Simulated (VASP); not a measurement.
The system is Co.

```
Co
1.0
     2.42944    0.00000    0.00000
    -1.21472    2.10396    0.00000
     0.00000    0.00000    3.91793
Co
2
Direct
  0.33333 0.66667 0.75000
  0.66667 0.33333 0.25000
```

Base run:

```yaml
Program: VASP 6.6.1
Functional: LDA
Potentials_or_basis: VASP PAW LDA potentials, release 64 (Co)
Cutoff: 520 eV
k_mesh: 20 × 20 × 12
Occupations: gaussian, width 0.05 eV
Spin: no spin polarisation
```

Its results: pressure -12.5 GPa.

Q: The run is repeated on the same cell with these changes: spin from no spin polarisation to collinear spin, ferromagnetic start; further incar settings from ALGO = Normal; EDIFF = 1e-06; NBANDS = 16 to ALGO = Normal; EDIFF = 1e-06; NBANDS = 20. What comes out?

A: Pressure -1.3 GPa; net moment 2.98 μB per cell; site moments Co +1.49 μB.

Caveats: the cell stands under tension (at least some runs).
